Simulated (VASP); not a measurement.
Here is a VASP 6.6.1 calculation.

The input POSCAR:

```
Fe
1.0
   -1.4700000000      1.4700000000      1.4700000000
    1.4700000000     -1.4700000000      1.4700000000
    1.4700000000      1.4700000000     -1.4700000000
Fe
1
Direct
    0.0000000000      0.0000000000      0.0000000000
```

INCAR.step1

```
SYSTEM = Fe
ALGO = Normal
EDIFF = 1E-4
ENCUT = 520
GGA = PE
ISMEAR = -1
ISPIN = 2
LASPH = .True.
LCHARG = .False.
LMAXMIX = 4
LREAL = .False.
LWAVE = .True.
MAGMOM = 4
NBANDS = 14
NELM = 150
PREC = Accurate
SIGMA = 0.05
```

INCAR.step2

```
SYSTEM = Fe
ALGO = Normal
EDIFF = 1E-6
ENCUT = 520
ISIF = 2
ISMEAR = -1
ISPIN = 2
ISTART = 1
LASPH = .True.
LCHARG = .True.
LELF = .True.
LMAXMIX = 4
LMIXTAU = .True.
LORBIT = 11
LREAL = .False.
LVHAR = .True.
LWAVE = .False.
MAGMOM = 4
METAGGA = R2SCAN
NBANDS = 14
NELM = 150
PREC = Accurate
SIGMA = 0.05
```

The input KPOINTS:

```
k-points
0
Gamma
  14 14 14
  0 0 0
```

Potentials or basis: VASP PAW PBE potentials, release 64 (Fe).

Command:

```bash
$ cat potpaw_PBE.64/Fe/POTCAR > POTCAR
$ cp INCAR.step1 INCAR
$ mpirun -np 1 vasp_std > vasp.out
$ cp INCAR.step2 INCAR
$ mpirun -np 1 vasp_std > vasp.out
```

(1) Estimate the pressure.

(2) What does it give for the net moment?

(3) What does it give for the site moments?

Results:

(1) -11.1 GPa.

(2) 2.75 μB per cell.

(3) Fe +2.84 μB.

Caveat: the PAW data sets were made with another functional, which shifts forces and pressure a little.
